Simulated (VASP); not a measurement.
# CoO (I4/mmm) in VASP: single point with PBE

Aim: the single point of CoO with PBE.

All numbers are computed with VASP 6.6.1; they aren't measurements. Logs are shortened: lines on timing, memory, paths and dates and some standing lists are left out, and cuts for length are marked.

### Step 1. The cell of the first run

The structure is tetragonal, space group I4/mmm (No. 139). Conventional cell: a = 2.922 Å, b = 2.922 Å, c = 4.491 Å, α = 90.00°, β = 90.00°, γ = 90.00°. Within 2.7 Å of Co (site symmetry 4/mmm) lie 6 O at 2.07 to 2.25 Å. O (site symmetry 4/mmm) has 6 Co at 2.07 to 2.25 Å within 2.7 Å.

### Step 2. Single point, PBE, collinear spin, ferromagnetic start

INCAR

```
PREC     = Accurate       # precision mode
ENCUT    = 520            # plane-wave cutoff, eV
EDIFF    = 1E-6           # SCF threshold, eV
ISMEAR   = 0              # smearing method
SIGMA    = 0.15           # smearing width, eV
LREAL    = F              # projectors in reciprocal space
LASPH    = T              # aspherical terms in the spheres
NELM     = 150            # most SCF steps
ALGO     = Normal         # electronic algorithm
ISIF     = 2              # what is computed and relaxed
LWAVE    = F              # write WAVECAR
LCHARG   = F              # write CHGCAR
ISPIN    = 2              # spin polarisation
MAGMOM   = 2.7 0.34       # initial moments
LORBIT   = 11             # projections on sites
LMAXMIX  = 4              # l up to which the mixer works
GGA      = PE             # functional
NBANDS   = 18             # bands
```

KPOINTS

```
regular mesh
0
Gamma
  24 24 24
```

POSCAR

```
CoO
1.0
   -1.4608439418      1.4608439418      2.2454902654
    1.4608439418     -1.4608439418      2.2454902654
    1.4608439418      1.4608439418     -2.2454902654
Co O
1 1
Direct
    0.0000000000      0.0000000000      0.0000000000
    0.5000000000      0.5000000000      0.0000000000
```

Potentials or basis: VASP PAW PBE potentials, release 64 (Co, O).

On the command line:

```bash
$ cat potpaw_PBE.64/Co/POTCAR potpaw_PBE.64/O/POTCAR > POTCAR
$ mpirun -np 1 vasp_std > vasp.out
```

OUTCAR:

```text
PREC = Accurate
   ENCUT = 520
   EDIFF = 1E-6
   ISMEAR = 0
   LREAL = F
   LASPH = T
   NELM = 150
   ISIF = 2
   ISPIN = 2
   LORBIT = 11
   GGA = PE

 ion  position               nearest neighbor table
   1  0.000  0.000  0.000-   2 2.07   2 2.07   2 2.07   2 2.07   2 2.25   2 2.25
   2  0.500  0.500  0.000-   1 2.07   1 2.07   1 2.07   1 2.07   1 2.25   1 2.25

  LATTYP: Found a body centered tetragonal cell.
 ALAT       =     2.9216878836
 C/A-ratio  =     1.5371185115

  Lattice vectors:

 A1 = (  -1.4608439418,   1.4608439418,   2.2454902654)
 A2 = (   1.4608439418,  -1.4608439418,   2.2454902654)
 A3 = (   1.4608439418,   1.4608439418,  -2.2454902654)

Analysis of symmetry for initial positions (statically):
=====================================================================
 Subroutine PRICEL returns:
 Original cell was already a primitive cell.

 Routine SETGRP: Setting up the symmetry group for a
 body centered tetragonal supercell.

 Subroutine GETGRP returns: Found 16 space group operations
 (whereof 16 operations were pure point group operations)
 out of a pool of 16 trial point group operations.

The static configuration has the point symmetry D_4h.

Analysis of symmetry for dynamics (positions and initial velocities):
=====================================================================
 Subroutine PRICEL returns:
 Original cell was already a primitive cell.

 Routine SETGRP: Setting up the symmetry group for a
 body centered tetragonal supercell.

 Subroutine GETGRP returns: Found 16 space group operations
 (whereof 16 operations were pure point group operations)
 out of a pool of 16 trial point group operations.

The dynamic configuration has the point symmetry D_4h.

Analysis of structural, dynamic, and magnetic symmetry:
=====================================================================
 Subroutine PRICEL returns:
 Original cell was already a primitive cell.

 Routine SETGRP: Setting up the symmetry group for a
 body centered tetragonal supercell.

 Subroutine GETGRP returns: Found 16 space group operations
 (whereof 16 operations were pure point group operations)
 out of a pool of 16 trial point group operations.

The overall configuration has the point symmetry D_4h.

 Subroutine INISYM returns: Found 16 space group operations
 (whereof 16 operations are pure point group operations),
 and found     1 'primitive' translations

----------------------------------------------------------------------------------------

                                     Primitive cell

  volume of cell :      19.1681

  direct lattice vectors                    reciprocal lattice vectors
    -1.460843942  1.460843942  2.245490265     0.000000000  0.342267908  0.222668523
     1.460843942 -1.460843942  2.245490265     0.342267908  0.000000000  0.222668523
     1.460843942  1.460843942 -2.245490265     0.342267908  0.342267908  0.000000000

  length of vectors
     3.051287692  3.051287692  3.051287692     0.408324126  0.408324126  0.484039918

  position of ions in fractional coordinates (direct lattice)
     0.000000000  0.000000000  0.000000000
     0.500000000  0.500000000  0.000000000

  ion indices of the primitive-cell ions
   primitive index   ion index
                 1           1
                 2           2

----------------------------------------------------------------------------------------

 KPOINTS: regular mesh

Automatic generation of k-mesh.
 Grid dimensions read from file:
 generate k-points for:   24   24   24

 Generating k-lattice:

  Cartesian coordinates                     Fractional coordinates (reciprocal lattice)
     0.000000000  0.014261163  0.009277855     0.041666667 -0.000000000  0.000000000
     0.014261163  0.000000000  0.009277855    -0.000000000  0.041666667  0.000000000
     0.014261163  0.014261163  0.000000000     0.000000000  0.000000000  0.041666667

  Length of vectors
     0.017013505  0.017013505  0.020168330

  Shift w.r.t. Gamma in fractional coordinates (k-lattice)
     0.000000000  0.000000000  0.000000000

 Subroutine IBZKPT returns following result:
 ===========================================

 Found   1063 irreducible k-points:

 Following reciprocal coordinates:
            Coordinates               Weight
  0.000000  0.000000  0.000000      1.000000
  0.041667 -0.000000  0.000000      8.000000
  0.083333  0.000000 -0.000000      8.000000
  0.125000 -0.000000  0.000000      8.000000
  0.166667 -0.000000  0.000000      8.000000
  0.208333  0.000000  0.000000      8.000000
[... 16 lines left out ...]
  0.416667  0.041667 -0.000000     16.000000
  0.458333  0.041667  0.000000     16.000000
 [... further k-points ...]
   k-points           NKPTS =   1063   k-points in BZ     NKDIM =   1063   number of bands    NBANDS=     18
   number of dos      NEDOS =    301   number of ions     NIONS =      2
   total plane-waves  NPLWV =  13824
   dimension x,y,z NGX =    24 NGY =   24 NGZ =   24
   dimension x,y,z NGXF=    48 NGYF=   48 NGZF=   48
   ions per type =               1   1
   NGX,Y,Z   is equivalent  to a cutoff of  13.08, 13.08, 13.08 a.u.
   NGXF,Y,Z  is equivalent  to a cutoff of  26.15, 26.15, 26.15 a.u.
 SYSTEM =  unknown system
   PREC   = accura    normal or accurate (medium, high low for compatibility)
   ISTART =      0    job   : 0-new  1-cont  2-samecut
   ICHARG =      2    charge: 1-file 2-atom 10-const
   ISPIN  =      2    spin polarized calculation?
   LNONCOLLINEAR =      F non collinear calculations
   LSORBIT =      F    spin-orbit coupling
   LASPH  =      T    aspherical Exc in radial PAW
   ENCUT  =  520.0 eV  38.22 Ry    6.18 a.u.   5.67  5.67  5.67*2*pi/ulx,y,z
   NELM   =    150;   NELMIN=  2; NELMDL= -5     # of ELM steps
   EDIFF  = 0.1E-05   stopping-criterion for ELM
   LREAL  =      F    real-space projection
   EDIFFG = 0.1E-04   stopping-criterion for IOM
   NSW    =      0    number of steps for IOM
   IBRION =     -1    ionic relax: 0-MD 1-quasi-New 2-CG
   NFREE  =      0    steps in history (QN), initial steepest desc. (CG)
   ISIF   =      2    stress and relaxation
   ISYM   =      2    0-nonsym 1-usesym 2-fastsym
   POTIM  = 0.5000    time-step for ionic-motion
   TEBEG  =    0.0;   TEEND  =   0.0 temperature during run
   PSTRESS=    0.0 pullay stress
   NELECT =      15.0000    total number of electrons
   NUPDOWN=      -1.0000    fix difference up-down
   EMIN   =  10.00;   EMAX   =-10.00  energy-range for DOS
   EFERMI =   0.00;   METHOD = LEGACY
   ISMEAR =     0;   SIGMA  =   0.15  broadening in eV -4-tet -1-fermi 0-gaus
   EFERMI_NEDOS =   21; number of points for ismear=-14 and -15
   IALGO  =     38    algorithm
   IMIX   =      4    mixing-type and parameters
     AMIX     =   0.40;   BMIX     =  1.00
     AMIX_MAG =   1.60;   BMIX_MAG =  1.00
  volume/ion in A,a.u.               =       9.58        64.68
  Fermi-wavevector in a.u.,A,eV,Ry     =   1.508617  2.850873 30.965840  2.275925
  Thomas-Fermi vector in A             =   2.619048
   LORBIT       =     11    0 simple, 1 ext, 2 COOP (PROOUT), +10 PAW based schemes
   GGA     = PE    functional components
   LHFCALC =     F    Hartree Fock is set to
   AEXX    =    0.0000 exact exchange contribution
   IVDW    =     0    specifies the selected vdW correction
   LEPSILON=     F    determine dielectric tensor
   LRPA    =     F    only Hartree local field effects (RPA)
 spin polarized calculation
 Gauss-broadening in eV      SIGMA  =   0.15
  energy-cutoff  :      520.00
  volume of cell :       19.17
 maximum number of plane-waves:       541
   NGX = 11   NGY = 11   NGZ = 11

 number of electron      15.0000004 magnetization       2.7862752

 Free energy of the ion-electron system (eV)
  ---------------------------------------------------
  ext. energy  EPLUGINS =         0.00000000
  ---------------------------------------------------
  free energy    TOTEN  =       -13.06359999 eV

  energy without entropy =      -13.01967402  energy(sigma->0) =      -13.04163701

 E-fermi :   8.0499     XC(G=0): -12.4434

 val. band max:        8.0495525083   @ k =  -0.4167  -0.4167   0.1667
 cond. band min:       8.0503422618   @ k =  -0.1667   0.4167   0.0833
 fundamental gap:      0.0007897534
 Fermi energy:         8.0499458210

 spin component 1

 k-point     1 :       0.0000    0.0000    0.0000
  band No.  band energies     occupation
      1     -12.3205      1.00000
      2       4.5844      1.00000
      3       4.7322      1.00000
      4       4.7322      1.00000
      5       4.7592      1.00000
      6       4.8536      1.00000
[... 10 lines left out ...]
     17      30.7363      0.00000
     18      31.2973      0.00000

 k-point     2 :       0.0417   -0.0000    0.0000
  band No.  band energies     occupation
      1     -12.3020      1.00000
      2       4.3576      1.00000
      3       4.3771      1.00000
      4       4.5131      1.00000
      5       4.7863      1.00000
      6       5.1225      1.00000
[... 10 lines left out ...]
     17      30.6644      0.00000
     18      31.7512      0.00000

 k-point     3 :       0.0833    0.0000   -0.0000
  band No.  band energies     occupation
      1     -12.2473      1.00000
      2       3.9583      1.00000
      3       3.9808      1.00000
      4       4.1352      1.00000
      5       4.8258      1.00000
      6       5.2845      1.00000
[... 412 lines left out ...]
 k-point    23 :       0.4167    0.0417   -0.0000
  band No.  band energies     occupation
      1     -11.1295      1.00000
      2      -0.0164      1.00000
      3       1.9070      1.00000
      4       2.1308      1.00000
      5       5.6158      1.00000
      6       5.8478      1.00000
[... 10 lines left out ...]
     17      33.9781      0.00000
     18      35.8756      0.00000

 k-point    24 :       0.4583    0.0417    0.0000
  band No.  band energies     occupation
      1     -11.0690      1.00000
      2      -0.1646      1.00000
      3       1.8410      1.00000
      4       2.0852      1.00000
      5       5.6629      1.00000
      6       5.8729      1.00000
[... 10 lines left out ...]
     17      34.1047      0.00000
     18      35.2373      0.00000

 [... further k-points ...]

 spin component 2

 k-point     1 :       0.0000    0.0000    0.0000
  band No.  band energies     occupation
      1     -11.8581      1.00000
      2       5.1994      1.00000
      3       5.1994      1.00000
      4       5.5371      1.00000
      5       6.7028      1.00000
      6       7.0290      1.00000
[... 10 lines left out ...]
     17      31.6762      0.00000
     18      32.1782      0.00000

 k-point     2 :       0.0417   -0.0000    0.0000
  band No.  band energies     occupation
      1     -11.8392      1.00000
      2       5.0551      1.00000
      3       5.1312      1.00000
      4       5.4314      1.00000
      5       6.7501      1.00000
      6       7.0460      1.00000
[... 10 lines left out ...]
     17      31.5770      0.00000
     18      32.6471      0.00000

 k-point     3 :       0.0833    0.0000   -0.0000
  band No.  band energies     occupation
      1     -11.7832      1.00000
      2       4.6568      1.00000
      3       4.9503      1.00000
      4       5.2029      1.00000
      5       6.8598      1.00000
      6       7.0914      1.00000
[... 412 lines left out ...]
 k-point    23 :       0.4167    0.0417   -0.0000
  band No.  band energies     occupation
      1     -10.6356      1.00000
      2       0.5151      1.00000
      3       3.1796      1.00000
      4       3.3969      1.00000
      5       7.7630      0.99659
      6       7.9729      0.76610
[... 10 lines left out ...]
     17      34.3794      0.00000
     18      36.2969      0.00000

 k-point    24 :       0.4583    0.0417    0.0000
  band No.  band energies     occupation
      1     -10.5732      1.00000
      2       0.3622      1.00000
      3       3.1179      1.00000
      4       3.3479      1.00000
      5       7.7946      0.99196
      6       8.0233      0.59915
[... 10 lines left out ...]
     17      34.4983      0.00000
     18      35.6751      0.00000

 [... further k-points ...]

------------------------ aborting loop because EDIFF is reached ----------------------------------------

  FORCE on cell =-STRESS in cart. coord.  units (eV):
  Direction    XX          YY          ZZ          XY          YZ          ZX
  --------------------------------------------------------------------------------------
  -------------------------------------------------------------------------------------
  Total        0.1713664      0.1713664     -0.1437370      0.0000000     -0.0000000      0.0000000
  in kB       14.3237721     14.3237721    -12.0143486      0.0000000     -0.0000000      0.0000000
  external PRESSURE =       5.5443985 kB  Pullay stress =       0.0000000 kB

 VOLUME and BASIS-vectors are now :
 -----------------------------------------------------------------------------
  energy-cutoff  :      520.00
  volume of cell :       19.17
      direct lattice vectors                 reciprocal lattice vectors
    -1.460843942  1.460843942  2.245490265     0.000000000  0.342267908  0.222668523
     1.460843942 -1.460843942  2.245490265     0.342267908  0.000000000  0.222668523
     1.460843942  1.460843942 -2.245490265     0.342267908  0.342267908  0.000000000

 POSITION                                       TOTAL-FORCE (eV/Angst)
 -----------------------------------------------------------------------------------
      0.00000      0.00000      0.00000         0.000000      0.000000      0.000000
      0.00000      0.00000      2.24549        -0.000000     -0.000000     -0.000000
 -----------------------------------------------------------------------------------
    total drift:                               -0.000000      0.000000     -0.000000

  FREE ENERGIE OF THE ION-ELECTRON SYSTEM (eV)
  ---------------------------------------------------
  free  energy   TOTEN  =       -13.0635999932 eV

  energy  without entropy=      -13.0196740168  energy(sigma->0) =      -13.04163701

 total charge

# of ion       s       p       d       tot
------------------------------------------
    1        0.301   0.369   7.170   7.840
    2        1.557   3.427   0.000   4.985
--------------------------------------------------
tot          1.859   3.796   7.170  12.825

 magnetization (x)

# of ion       s       p       d       tot
------------------------------------------
    1        0.023   0.017   2.425   2.465
    2        0.028   0.243   0.000   0.271
--------------------------------------------------
tot          0.051   0.261   2.425   2.737
```

It took 32 min on 1 thread of Oxide Virtual Turin-like, shared host; peak memory 0.59 GiB.

Results:

| Quantity | Value |
| --- | --- |
| Free energy | -13.0636 eV |
| Pressure | 0.6 GPa |
| Net moment | 2.79 μB per cell |
| Site moments | Co +2.46; O +0.27 μB |
| Valence electrons inside the program's atomic spheres | Co 7.84; O 4.99 |

Stress tensor (GPa, compression positive):
```
 1.43  0.00  0.00
 0.00  1.43  0.00
 0.00  0.00 -1.20
```

Levels at points of the mesh, in eV from the Fermi level:
Spin up:
```csv
k point,band 7,band 8,band 9,band 10,band 11,band 12
"(0.00, 0.00, 0.00)",-3.12,-2.77,-2.77,1.13,16.95,18.08
"(0.50, 0.00, 0.00)",-1.69,-0.15,0.45,5.03,9.43,12.71
"(0.50, 0.50, 0.00)",-2.29,-2.16,-1.95,6.01,10.18,11.47
"(0.50, 0.50, 0.50)",-2.34,-1.87,-1.87,5.99,9.10,12.39
```
Spin down:
```csv
k point,band 4,band 5,band 6,band 7,band 8,band 9
"(0.00, 0.00, 0.00)",-2.51,-1.35,-1.02,-1.02,-0.15,-0.03
"(0.50, 0.00, 0.00)",-4.71,-0.24,-0.01,0.20,2.44,2.91
"(0.50, 0.50, 0.00)",-3.69,-2.27,-0.03,0.26,0.62,0.97
"(0.50, 0.50, 0.50)",-3.82,-2.26,0.07,0.07,0.30,1.08
```

Caveat: a cell with one magnetic atom can't hold antiferromagnetic order, which such compounds often take; semilocal functionals often make such compounds metallic where correlation or magnetic order opens a gap, which also shifts bond lengths.
